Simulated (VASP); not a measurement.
# GaP (R-3m) in VASP: further runs

GaP is run at these levels: LDA; tasks: single point.

All numbers are computed with VASP 6.6.1; they aren't measurements. Logs are shortened: lines on timing, memory, paths and dates and some standing lists are left out, and cuts for length are marked.

## 1. The cell of the first run

Symmetry: R-3m, No. 166, trigonal system. The conventional cell has a = 4.197 Å, b = 4.197 Å, c = 20.064 Å, α = 90.00°, β = 90.00°, γ = 120.00°. Within 3.4 Å of Ga (site symmetry 3m) lie 3 P at 2.58 Å and 1 Ga at 2.59 Å. P (site symmetry 3m) has 1 P at 2.30 Å and 3 Ga at 2.58 Å within 3.0 Å.

## 2. Single point, LDA (strain +0.080 along x and y, +0.040 along z)

INCAR

```
SYSTEM = GaP
PREC = Accurate
ENCUT = 520
EDIFF = 1E-6
ISMEAR = 0
SIGMA = 0.05
LREAL = .FALSE.
LASPH = .TRUE.
NELM = 80
ALGO = Normal
ISIF = 2
LWAVE = .FALSE.
LCHARG = .FALSE.
GGA = CA
NBANDS = 26
```

KPOINTS

```
Automatic mesh
0
G
  12 12 12
  0 0 0
```

POSCAR

```
GaP
1.0
    2.0984563895      1.2115443614      6.6880425043
   -2.0984563895      1.2115443614      6.6880425043
    0.0000000000     -2.4230887228      6.6880425043
Ga P
2 2
Direct
    0.4353720000      0.4353720000      0.4353720000
    0.5646280000      0.5646280000      0.5646280000
    0.0573890000      0.0573890000      0.0573890000
    0.9426110000      0.9426110000      0.9426110000
```

Potentials or basis: VASP PAW LDA potentials, release 64 (Ga_d, P).

The run is started by

```console
$ cat potpaw_LDA.64/Ga_d/POTCAR potpaw_LDA.64/P/POTCAR > POTCAR
$ mpirun -np 1 vasp_std > vasp.out
```

OUTCAR:

```text
SYSTEM = GaP
   PREC = Accurate
   ENCUT = 520
   EDIFF = 1E-6
   ISMEAR = 0
   LREAL = .FALSE.
   LASPH = .TRUE.
   NELM = 80
   ISIF = 2
   GGA = CA

 ion  position               nearest neighbor table
   1  0.435  0.435  0.435-   3 2.58   3 2.58   3 2.58   2 2.59
   2  0.565  0.565  0.565-   4 2.58   4 2.58   4 2.58   1 2.59
   3  0.057  0.057  0.057-   4 2.30   1 2.58   1 2.58   1 2.58
   4  0.943  0.943  0.943-   3 2.30   2 2.58   2 2.58   2 2.58

  LATTYP: Found a trigonal (rhomboedric) cell.
 ALAT       =     7.1134570708
 COS(alpha) =     0.8259522305

  Lattice vectors:

 A1 = (   2.0984563895,   1.2115443614,   6.6880425043)
 A2 = (  -2.0984563895,   1.2115443614,   6.6880425043)
 A3 = (   0.0000000000,  -2.4230887228,   6.6880425043)

Analysis of symmetry for initial positions (statically):
=====================================================================
 Subroutine PRICEL returns:
 Original cell was already a primitive cell.

 Routine SETGRP: Setting up the symmetry group for a
 trigonal (rhombohedral) supercell.

 Subroutine GETGRP returns: Found 12 space group operations
 (whereof 12 operations were pure point group operations)
 out of a pool of 12 trial point group operations.

The static configuration has the point symmetry D_3d.

Analysis of symmetry for dynamics (positions and initial velocities):
=====================================================================
 Subroutine PRICEL returns:
 Original cell was already a primitive cell.

 Routine SETGRP: Setting up the symmetry group for a
 trigonal (rhombohedral) supercell.

 Subroutine GETGRP returns: Found 12 space group operations
 (whereof 12 operations were pure point group operations)
 out of a pool of 12 trial point group operations.

The dynamic configuration has the point symmetry D_3d.

 Subroutine INISYM returns: Found 12 space group operations
 (whereof 12 operations are pure point group operations),
 and found     1 'primitive' translations

----------------------------------------------------------------------------------------

                                     Primitive cell

  volume of cell :     102.0210

  direct lattice vectors                    reciprocal lattice vectors
     2.098456389  1.211544361  6.688042504     0.238270379  0.137565468  0.049840194
    -2.098456389  1.211544361  6.688042504    -0.238270379  0.137565468  0.049840194
     0.000000000 -2.423088723  6.688042504     0.000000000 -0.275130935  0.049840194

  length of vectors
     7.113457071  7.113457071  7.113457071     0.279608792  0.279608792  0.279608792

  position of ions in fractional coordinates (direct lattice)
     0.435372000  0.435372000  0.435372000
     0.564628000  0.564628000  0.564628000
     0.057389000  0.057389000  0.057389000
     0.942611000  0.942611000  0.942611000

  ion indices of the primitive-cell ions
   primitive index   ion index
                 1           1
                 2           2
                 3           3
                 4           4

----------------------------------------------------------------------------------------

 KPOINTS: Automatic mesh

Automatic generation of k-mesh.
 Grid dimensions read from file:
 generate k-points for:   12   12   12

 Generating k-lattice:

  Cartesian coordinates                     Fractional coordinates (reciprocal lattice)
     0.019855865  0.011463789  0.004153349     0.083333333  0.000000000  0.000000000
    -0.019855865  0.011463789  0.004153349     0.000000000  0.083333333  0.000000000
     0.000000000 -0.022927578  0.004153349     0.000000000  0.000000000  0.083333333

  Length of vectors
     0.023300733  0.023300733  0.023300733

  Shift w.r.t. Gamma in fractional coordinates (k-lattice)
     0.000000000  0.000000000  0.000000000

 Subroutine IBZKPT returns following result:
 ===========================================

 Found    189 irreducible k-points:

 Following reciprocal coordinates:
            Coordinates               Weight
  0.000000  0.000000  0.000000      1.000000
  0.083333  0.000000 -0.000000      6.000000
  0.166667  0.000000  0.000000      6.000000
  0.250000  0.000000 -0.000000      6.000000
  0.333333  0.000000 -0.000000      6.000000
  0.416667  0.000000 -0.000000      6.000000
[... 16 lines left out ...]
  0.500000  0.166667  0.000000     12.000000
 -0.416667  0.166667 -0.000000     12.000000
 [... further k-points ...]
   k-points           NKPTS =    189   k-points in BZ     NKDIM =    189   number of bands    NBANDS=     26
   number of dos      NEDOS =    301   number of ions     NIONS =      4
   total plane-waves  NPLWV = 157464
   dimension x,y,z NGX =    54 NGY =   54 NGZ =   54
   dimension x,y,z NGXF=   108 NGYF=  108 NGZF=  108
   ions per type =               2   2
   NGX,Y,Z   is equivalent  to a cutoff of  12.62, 12.62, 12.62 a.u.
   NGXF,Y,Z  is equivalent  to a cutoff of  25.24, 25.24, 25.24 a.u.
 SYSTEM =  GaP
   PREC   = accura    normal or accurate (medium, high low for compatibility)
   ISTART =      0    job   : 0-new  1-cont  2-samecut
   ICHARG =      2    charge: 1-file 2-atom 10-const
   ISPIN  =      1    spin polarized calculation?
   LNONCOLLINEAR =      F non collinear calculations
   LSORBIT =      F    spin-orbit coupling
   LASPH  =      T    aspherical Exc in radial PAW
   ENCUT  =  520.0 eV  38.22 Ry    6.18 a.u.  13.23 13.23 13.23*2*pi/ulx,y,z
   NELM   =     80;   NELMIN=  2; NELMDL= -5     # of ELM steps
   EDIFF  = 0.1E-05   stopping-criterion for ELM
   LREAL  =      F    real-space projection
   EDIFFG = 0.1E-04   stopping-criterion for IOM
   NSW    =      0    number of steps for IOM
   IBRION =     -1    ionic relax: 0-MD 1-quasi-New 2-CG
   NFREE  =      0    steps in history (QN), initial steepest desc. (CG)
   ISIF   =      2    stress and relaxation
   ISYM   =      2    0-nonsym 1-usesym 2-fastsym
   POTIM  = 0.5000    time-step for ionic-motion
   TEBEG  =    0.0;   TEEND  =   0.0 temperature during run
   PSTRESS=    0.0 pullay stress
   NELECT =      36.0000    total number of electrons
   NUPDOWN=      -1.0000    fix difference up-down
   EMIN   =  10.00;   EMAX   =-10.00  energy-range for DOS
   EFERMI =   0.00;   METHOD = LEGACY
   ISMEAR =     0;   SIGMA  =   0.05  broadening in eV -4-tet -1-fermi 0-gaus
   EFERMI_NEDOS =   21; number of points for ismear=-14 and -15
   IALGO  =     38    algorithm
   IMIX   =      4    mixing-type and parameters
     AMIX     =   0.40;   BMIX     =  1.00
     AMIX_MAG =   1.60;   BMIX_MAG =  1.00
  volume/ion in A,a.u.               =      25.51       172.12
  Fermi-wavevector in a.u.,A,eV,Ry     =   1.156856  2.186140 18.208879  1.338315
  Thomas-Fermi vector in A             =   2.293472
   LORBIT       =      0    0 simple, 1 ext, 2 COOP (PROOUT), +10 PAW based schemes
   GGA     = CA    functional components
   LHFCALC =     F    Hartree Fock is set to
   AEXX    =    0.0000 exact exchange contribution
   IVDW    =     0    specifies the selected vdW correction
   LEPSILON=     F    determine dielectric tensor
   LRPA    =     F    only Hartree local field effects (RPA)
 non-spin polarized calculation
 Gauss-broadening in eV      SIGMA  =   0.05
  energy-cutoff  :      520.00
  volume of cell :      102.02
 maximum number of plane-waves:      2776
 NGX is ok and might be reduce to    54
   NGX = 27   NGY = 27   NGZ = 27

 number of electron      35.9999993 magnetization

 Free energy of the ion-electron system (eV)
  ---------------------------------------------------
  ext. energy  EPLUGINS =         0.00000000
  ---------------------------------------------------
  free energy    TOTEN  =       -19.29798337 eV

  energy without entropy =      -19.29782441  energy(sigma->0) =      -19.29790389

 E-fermi :   2.7557     XC(G=0):  -9.1648

 val. band max:        2.7503980358   @ k =   0.0000   0.0000   0.0000
 cond. band min:       2.8224325229   @ k =   0.1667   0.1667   0.1667
 fundamental gap:      0.0720344871
 Fermi energy:         2.7556906447

 k-point     1 :       0.0000    0.0000    0.0000
  band No.  band energies     occupation
      1     -11.9741      2.00000
      2     -11.8759      2.00000
      3     -11.8759      2.00000
      4     -11.8612      2.00000
      5     -11.8612      2.00000
      6     -11.8353      2.00000
[... 18 lines left out ...]
     25       6.9583      0.00000
     26       9.7765      0.00000

 k-point     2 :       0.0833    0.0000   -0.0000
  band No.  band energies     occupation
      1     -11.9733      2.00000
      2     -11.8784      2.00000
      3     -11.8758      2.00000
      4     -11.8626      2.00000
      5     -11.8598      2.00000
      6     -11.8360      2.00000
[... 18 lines left out ...]
     25       7.1395      0.00000
     26      10.1144      0.00000

 k-point     3 :       0.1667    0.0000    0.0000
  band No.  band energies     occupation
      1     -11.9712      2.00000
      2     -11.8854      2.00000
      3     -11.8754      2.00000
      4     -11.8662      2.00000
      5     -11.8562      2.00000
      6     -11.8378      2.00000
[... 18 lines left out ...]
     25       7.6346      0.00000
     26      10.2099      0.00000

 k-point     4 :       0.2500    0.0000   -0.0000
  band No.  band energies     occupation
      1     -11.9682      2.00000
      2     -11.8948      2.00000
      3     -11.8751      2.00000
      4     -11.8709      2.00000
      5     -11.8512      2.00000
      6     -11.8402      2.00000
[... 18 lines left out ...]
     25       8.2972      0.00000
     26       9.5348      0.00000
[... 496 lines left out ...]
      1     -11.9636      2.00000
      2     -11.9034      2.00000
      3     -11.8822      2.00000
      4     -11.8698      2.00000
      5     -11.8521      2.00000
      6     -11.8370      2.00000
[... 18 lines left out ...]
     25       7.8412      0.00000
     26       9.8751      0.00000

 k-point    23 :       0.5000    0.1667    0.0000
  band No.  band energies     occupation
      1     -11.9614      2.00000
      2     -11.9091      2.00000
      3     -11.8840      2.00000
      4     -11.8698      2.00000
      5     -11.8523      2.00000
      6     -11.8358      2.00000
[... 18 lines left out ...]
     25       8.3844      0.00000
     26      10.0107      0.00000

 k-point    24 :      -0.4167    0.1667   -0.0000
  band No.  band energies     occupation
      1     -11.9606      2.00000
      2     -11.9113      2.00000
      3     -11.8845      2.00000
      4     -11.8699      2.00000
      5     -11.8524      2.00000
      6     -11.8353      2.00000
[... 18 lines left out ...]
     25       8.9784      0.00000
     26       9.6424      0.00000

 [... further k-points ...]

------------------------ aborting loop because EDIFF is reached ----------------------------------------

  FORCE on cell =-STRESS in cart. coord.  units (eV):
  Direction    XX          YY          ZZ          XY          YZ          ZX
  --------------------------------------------------------------------------------------
  -------------------------------------------------------------------------------------
  Total       -7.7999361     -7.7999361     -6.5337625      0.0000000      0.0000000      0.0000000
  in kB     -122.4932299   -122.4932299   -102.6087461      0.0000000      0.0000000      0.0000000
  external PRESSURE =    -115.8650686 kB  Pullay stress =       0.0000000 kB

 VOLUME and BASIS-vectors are now :
 -----------------------------------------------------------------------------
  energy-cutoff  :      520.00
  volume of cell :      102.02
      direct lattice vectors                 reciprocal lattice vectors
     2.098456389  1.211544361  6.688042504     0.238270379  0.137565468  0.049840194
    -2.098456389  1.211544361  6.688042504    -0.238270379  0.137565468  0.049840194
     0.000000000 -2.423088723  6.688042504     0.000000000 -0.275130935  0.049840194

 POSITION                                       TOTAL-FORCE (eV/Angst)
 -----------------------------------------------------------------------------------
      0.00000      0.00000      8.73536         0.000000     -0.000000     -0.208353
      0.00000      0.00000     11.32877         0.000000     -0.000000      0.208353
      0.00000      0.00000      1.15146         0.000000     -0.000000     -0.150044
      0.00000      0.00000     18.91267         0.000000      0.000000      0.150044
 -----------------------------------------------------------------------------------
    total drift:                                0.000000      0.000000      0.000000

  FREE ENERGIE OF THE ION-ELECTRON SYSTEM (eV)
  ---------------------------------------------------
  free  energy   TOTEN  =       -19.2979833659 eV

  energy  without entropy=      -19.2978244102  energy(sigma->0) =      -19.29790389
```

It took 10 min on 1 thread of Intel Xeon 6975P-C (Granite Rapids), shared host; peak memory 0.59 GiB.

What came out:

```
Free energy            : -19.2980 eV
Pressure               : -11.6 GPa
Largest force          : 0.208 eV/Å
Band gap on the k mesh : zero (bands 18 and 19 overlap by 0.01 eV)
```

Forces in eV/Å, atoms in the order of the input:
```
Ga   0.000  0.000 -0.208
Ga   0.000  0.000  0.208
P    0.000  0.000 -0.150
P    0.000  0.000  0.150
```

Stress tensor (GPa, compression positive):
```
-12.25   0.00   0.00
  0.00 -12.25   0.00
  0.00   0.00 -10.26
```

Caveat: the cell differs from its parent crystal (strain +0.080 along x and y, +0.040 along z); the cell stands under tension; semilocal functionals underestimate gaps, so a narrow gap can read as zero.

[end of part 1 of 2]
